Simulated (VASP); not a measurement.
# Sn2Pb (P4/nmm) in VASP: single point with PBE

Aim: the single point of Sn2Pb with PBE.

All numbers are computed with VASP 6.6.1; they aren't measurements. Logs are shortened: lines on timing, memory, paths and dates and some standing lists are left out, and cuts for length are marked.

## 1. The cell of the first run

The structure is tetragonal, space group P4/nmm (No. 129). Conventional cell: a = 4.753 Å, b = 4.753 Å, c = 8.270 Å, α = 90.00°, β = 90.00°, γ = 90.00°. Sn (site symmetry 4mm) has 4 Sn at 3.24 Å and 5 Pb at 3.32 to 3.40 Å within 4.3 Å. Sn (site symmetry -4m2) has 8 Sn at 3.24 to 3.36 Å and 4 Pb at 3.63 Å within 4.3 Å. Within 4.4 Å of Pb (site symmetry 4mm) lie 9 Sn at 3.32 to 3.63 Å and 4 Pb at 4.36 Å.

## 2. Single point, PBE

INCAR reads:

```
PREC = Accurate
ENCUT = 520
EDIFF = 1E-7
ISMEAR = 0
SIGMA = 0.2
LREAL = F
LASPH = T
NELM = 80
ALGO = Fast
ISIF = 2
LWAVE = F
LCHARG = F
GGA = PE
NBANDS = 51
```

KPOINTS reads:

```
Automatic mesh
0
Gamma
  4 4 2
```

POSCAR reads:

```
Sn2Pb
1.0
    4.7528934569      0.0000000000      0.0000000000
    0.0000000000      4.7528934569      0.0000000000
    0.0000000000      0.0000000000      8.2696726764
Sn Pb
4 2
Direct
    0.0000000000      0.5000000000      0.2669273573
    0.5000000000      0.0000000000      0.7330726427
    0.5000000000      0.5000000000      0.0000000000
    0.0000000000      0.0000000000      0.0000000000
    0.0000000000      0.5000000000      0.6682229579
    0.5000000000      0.0000000000      0.3317770421
```

Potentials or basis: VASP PAW PBE potentials, release 64 (Sn_d, Pb_d).

The run is started by

```sh
cat potpaw_PBE.64/Sn_d/POTCAR potpaw_PBE.64/Pb_d/POTCAR > POTCAR
mpirun -np 1 vasp_std > vasp.out
```

OUTCAR:

```text
PREC = Accurate
   ENCUT = 520
   EDIFF = 1E-7
   ISMEAR = 0
   LREAL = F
   LASPH = T
   NELM = 80
   ISIF = 2
   GGA = PE

 ion  position               nearest neighbor table
   1  0.000  0.500  0.267-   3 3.24   4 3.24   4 3.24   3 3.24   5 3.32   6 3.40   6 3.40   6 3.40
                             6 3.40
   2  0.500  0.000  0.733-   3 3.24   4 3.24   3 3.24   4 3.24   6 3.32   5 3.40   5 3.40   5 3.40
                             5 3.40
   3  0.500  0.500  0.000-   1 3.24   2 3.24   2 3.24   1 3.24   4 3.36   4 3.36   4 3.36   4 3.36
                             5 3.63   6 3.63   5 3.63   6 3.63
   4  0.000  0.000  0.000-   1 3.24   2 3.24   1 3.24   2 3.24   3 3.36   3 3.36   3 3.36   3 3.36
                             5 3.63   6 3.63   6 3.63   5 3.63
   5  0.000  0.500  0.668-   1 3.32   2 3.40   2 3.40   2 3.40   2 3.40   4 3.63   4 3.63   3 3.63
                             3 3.63
   6  0.500  0.000  0.332-   2 3.32   1 3.40   1 3.40   1 3.40   1 3.40   3 3.63   4 3.63   4 3.63
                             3 3.63

  LATTYP: Found a simple tetragonal cell.
 ALAT       =     4.7528934569
 C/A-ratio  =     1.7399238488

  Lattice vectors:

 A1 = (   4.7528934569,   0.0000000000,   0.0000000000)
 A2 = (   0.0000000000,   4.7528934569,   0.0000000000)
 A3 = (   0.0000000000,   0.0000000000,   8.2696726764)

Analysis of symmetry for initial positions (statically):
=====================================================================
 Subroutine PRICEL returns:
 Original cell was already a primitive cell.

 Routine SETGRP: Setting up the symmetry group for a
 simple tetragonal supercell.

 Subroutine GETGRP returns: Found 16 space group operations
 (whereof  8 operations were pure point group operations)
 out of a pool of 16 trial point group operations.

The static configuration has the point symmetry D_2d.
 The point group associated with its full space group is D_4h.

Analysis of symmetry for dynamics (positions and initial velocities):
=====================================================================
 Subroutine PRICEL returns:
 Original cell was already a primitive cell.

 Routine SETGRP: Setting up the symmetry group for a
 simple tetragonal supercell.

 Subroutine GETGRP returns: Found 16 space group operations
 (whereof  8 operations were pure point group operations)
 out of a pool of 16 trial point group operations.

The dynamic configuration has the point symmetry D_2d.
 The point group associated with its full space group is D_4h.

 Subroutine INISYM returns: Found 16 space group operations
 (whereof  8 operations are pure point group operations),
 and found     1 'primitive' translations

----------------------------------------------------------------------------------------

                                     Primitive cell

  volume of cell :     186.8119

  direct lattice vectors                    reciprocal lattice vectors
     4.752893457  0.000000000  0.000000000     0.210398152  0.000000000  0.000000000
     0.000000000  4.752893457  0.000000000     0.000000000  0.210398152  0.000000000
     0.000000000  0.000000000  8.269672676     0.000000000  0.000000000  0.120923770

  length of vectors
     4.752893457  4.752893457  8.269672676     0.210398152  0.210398152  0.120923770

  position of ions in fractional coordinates (direct lattice)
     0.000000000  0.500000000  0.266927357
     0.500000000  0.000000000  0.733072643
     0.500000000  0.500000000  0.000000000
     0.000000000  0.000000000  0.000000000
     0.000000000  0.500000000  0.668222958
     0.500000000  0.000000000  0.331777042

  ion indices of the primitive-cell ions
   primitive index   ion index
                 1           1
                 2           2
                 3           3
                 4           4
                 5           5
                 6           6

----------------------------------------------------------------------------------------

 KPOINTS: Automatic mesh

Automatic generation of k-mesh.
 Grid dimensions read from file:
 generate k-points for:    4    4    2

 Generating k-lattice:

  Cartesian coordinates                     Fractional coordinates (reciprocal lattice)
     0.052599538  0.000000000  0.000000000     0.250000000  0.000000000  0.000000000
     0.000000000  0.052599538  0.000000000     0.000000000  0.250000000  0.000000000
     0.000000000  0.000000000  0.060461885     0.000000000  0.000000000  0.500000000

  Length of vectors
     0.052599538  0.052599538  0.060461885

  Shift w.r.t. Gamma in fractional coordinates (k-lattice)
     0.000000000  0.000000000  0.000000000

 Subroutine IBZKPT returns following result:
 ===========================================

 Found     12 irreducible k-points:

 Following reciprocal coordinates:
            Coordinates               Weight
  0.000000  0.000000  0.000000      1.000000
  0.250000  0.000000  0.000000      4.000000
  0.500000  0.000000  0.000000      2.000000
  0.250000  0.250000  0.000000      4.000000
  0.500000  0.250000  0.000000      4.000000
  0.500000  0.500000  0.000000      1.000000
  0.000000  0.000000  0.500000      1.000000
  0.250000  0.000000  0.500000      4.000000
  0.500000  0.000000  0.500000      2.000000
  0.250000  0.250000  0.500000      4.000000
  0.500000  0.250000  0.500000      4.000000
  0.500000  0.500000  0.500000      1.000000
   k-points           NKPTS =     12   k-points in BZ     NKDIM =     12   number of bands    NBANDS=     51
   number of dos      NEDOS =    301   number of ions     NIONS =      6
   total plane-waves  NPLWV =  82944
   dimension x,y,z NGX =    36 NGY =   36 NGZ =   64
   dimension x,y,z NGXF=    72 NGYF=   72 NGZF=  128
   ions per type =               4   2
   NGX,Y,Z   is equivalent  to a cutoff of  12.59, 12.59, 12.87 a.u.
   NGXF,Y,Z  is equivalent  to a cutoff of  25.18, 25.18, 25.73 a.u.
 SYSTEM =  unknown system
   PREC   = accura    normal or accurate (medium, high low for compatibility)
   ISTART =      0    job   : 0-new  1-cont  2-samecut
   ICHARG =      2    charge: 1-file 2-atom 10-const
   ISPIN  =      1    spin polarized calculation?
   LNONCOLLINEAR =      F non collinear calculations
   LSORBIT =      F    spin-orbit coupling
   LASPH  =      T    aspherical Exc in radial PAW
   ENCUT  =  520.0 eV  38.22 Ry    6.18 a.u.   8.84  8.84 15.38*2*pi/ulx,y,z
   NELM   =     80;   NELMIN=  2; NELMDL= -5     # of ELM steps
   EDIFF  = 0.1E-06   stopping-criterion for ELM
   LREAL  =      F    real-space projection
   EDIFFG = 0.1E-05   stopping-criterion for IOM
   NSW    =      0    number of steps for IOM
   IBRION =     -1    ionic relax: 0-MD 1-quasi-New 2-CG
   NFREE  =      0    steps in history (QN), initial steepest desc. (CG)
   ISIF   =      2    stress and relaxation
   ISYM   =      2    0-nonsym 1-usesym 2-fastsym
   POTIM  = 0.5000    time-step for ionic-motion
   TEBEG  =    0.0;   TEEND  =   0.0 temperature during run
   PSTRESS=    0.0 pullay stress
   NELECT =      84.0000    total number of electrons
   NUPDOWN=      -1.0000    fix difference up-down
   EMIN   =  10.00;   EMAX   =-10.00  energy-range for DOS
   EFERMI =   0.00;   METHOD = LEGACY
   ISMEAR =     0;   SIGMA  =   0.20  broadening in eV -4-tet -1-fermi 0-gaus
   EFERMI_NEDOS =   21; number of points for ismear=-14 and -15
   IALGO  =     68    algorithm
   IMIX   =      4    mixing-type and parameters
     AMIX     =   0.40;   BMIX     =  1.00
     AMIX_MAG =   1.60;   BMIX_MAG =  1.00
  volume/ion in A,a.u.               =      31.14       210.11
  Fermi-wavevector in a.u.,A,eV,Ry     =   1.254199  2.370092 21.402169  1.573015
  Thomas-Fermi vector in A             =   2.388015
   LORBIT       =      0    0 simple, 1 ext, 2 COOP (PROOUT), +10 PAW based schemes
   GGA     = PE    functional components
   LHFCALC =     F    Hartree Fock is set to
   AEXX    =    0.0000 exact exchange contribution
   IVDW    =     0    specifies the selected vdW correction
   LEPSILON=     F    determine dielectric tensor
   LRPA    =     F    only Hartree local field effects (RPA)
 non-spin polarized calculation
 RMM-DIIS sequential band-by-band and
 Gauss-broadening in eV      SIGMA  =   0.20
  energy-cutoff  :      520.00
  volume of cell :      186.81
 maximum number of plane-waves:      5080
 NGX is ok and might be reduce to    36
   NGX = 17   NGY = 17   NGZ = 31

 number of electron      83.9999990 magnetization

 Free energy of the ion-electron system (eV)
  ---------------------------------------------------
  ext. energy  EPLUGINS =         0.00000000
  ---------------------------------------------------
  free energy    TOTEN  =       -22.15147814 eV

  energy without entropy =      -22.10266220  energy(sigma->0) =      -22.12707017

 E-fermi :   6.6932     XC(G=0):  -9.7681

 val. band max:        6.6660440921   @ k =   0.2500   0.0000   0.5000
 cond. band min:       6.7396228430   @ k =   0.0000   0.0000   0.0000
 fundamental gap:      0.0735787509
 Fermi energy:         6.6931927868

 k-point     1 :       0.0000    0.0000    0.0000
  band No.  band energies     occupation
      1     -14.8725      2.00000
      2     -14.8206      2.00000
      3     -14.8058      2.00000
      4     -14.8058      2.00000
      5     -14.7820      2.00000
      6     -14.7457      2.00000
[... 43 lines left out ...]
     50      10.8735      0.00000
     51      11.6321      0.00000

 k-point     2 :       0.2500    0.0000    0.0000
  band No.  band energies     occupation
      1     -14.8413      2.00000
      2     -14.8059      2.00000
      3     -14.7975      2.00000
      4     -14.7918      2.00000
      5     -14.7651      2.00000
      6     -14.7563      2.00000
[... 43 lines left out ...]
     50      10.0224      0.00000
     51      10.7296      0.00000

 k-point     3 :       0.5000    0.0000    0.0000
  band No.  band energies     occupation
      1     -14.7809      2.00000
      2     -14.7809      2.00000
      3     -14.7732      2.00000
      4     -14.7732      2.00000
      5     -14.7591      2.00000
      6     -14.7591      2.00000
[... 475 lines left out ...]
     50      10.5558      0.00000
     51      12.2821      0.00000

 k-point    12 :       0.5000    0.5000    0.5000
  band No.  band energies     occupation
      1     -14.8071      2.00000
      2     -14.8071      2.00000
      3     -14.7766      2.00000
      4     -14.7766      2.00000
      5     -14.7715      2.00000
      6     -14.7715      2.00000
[... 43 lines left out ...]
     50      12.6903      0.00000
     51      12.8046      0.00000

------------------------ aborting loop because EDIFF is reached ----------------------------------------

  FORCE on cell =-STRESS in cart. coord.  units (eV):
  Direction    XX          YY          ZZ          XY          YZ          ZX
  --------------------------------------------------------------------------------------
  -------------------------------------------------------------------------------------
  Total       -0.0082060     -0.0082060     -0.2657012      0.0000000      0.0000000     -0.0000000
  in kB       -0.0703778     -0.0703778     -2.2787652      0.0000000      0.0000000     -0.0000000
  external PRESSURE =      -0.8065069 kB  Pullay stress =       0.0000000 kB

 VOLUME and BASIS-vectors are now :
 -----------------------------------------------------------------------------
  energy-cutoff  :      520.00
  volume of cell :      186.81
      direct lattice vectors                 reciprocal lattice vectors
     4.752893457  0.000000000  0.000000000     0.210398152  0.000000000  0.000000000
     0.000000000  4.752893457  0.000000000     0.000000000  0.210398152  0.000000000
     0.000000000  0.000000000  8.269672676     0.000000000  0.000000000  0.120923770

 POSITION                                       TOTAL-FORCE (eV/Angst)
 -----------------------------------------------------------------------------------
      0.00000      2.37645      2.20740        -0.000000     -0.000000     -0.001597
      2.37645      0.00000      6.06227         0.000000      0.000000      0.001597
      2.37645      2.37645      0.00000         0.000000      0.000000      0.000000
      0.00000      0.00000      0.00000        -0.000000      0.000000      0.000000
      0.00000      2.37645      5.52599        -0.000000      0.000000     -0.033079
      2.37645      0.00000      2.74369        -0.000000      0.000000      0.033079
 -----------------------------------------------------------------------------------
    total drift:                                0.000000      0.000000      0.000000

  FREE ENERGIE OF THE ION-ELECTRON SYSTEM (eV)
  ---------------------------------------------------
  free  energy   TOTEN  =       -22.1514781448 eV

  energy  without entropy=      -22.1026621985  energy(sigma->0) =      -22.12707017
```

It took 2.2 min on 1 thread of Intel Xeon Platinum 8259CL at 2.50GHz (Skylake/Cascade Lake), shared host; peak memory 0.32 GiB.

Results:

```yaml
Free_energy: -22.1515 eV
Pressure: -0.1 GPa
Largest_force: 0.033 eV/Å
Band_gap_on_the_k_mesh: zero (band 42 reaches 7.50 eV, above the bottom of band 43 at 5.93 eV)
```

Forces on the atoms (eV/Å):
```
Sn   0.000  0.000 -0.002
Sn   0.000  0.000  0.002
Sn   0.000  0.000  0.000
Sn   0.000  0.000  0.000
Pb   0.000  0.000 -0.033
Pb   0.000  0.000  0.033
```

Stress tensor (GPa, compression positive):
```
-0.01  0.00  0.00
 0.00 -0.01  0.00
 0.00  0.00 -0.23
```

Caveat: the k points lie up to 0.38 Å⁻¹ apart; spin-orbit coupling is left out, which moves the levels of the heavy elements.
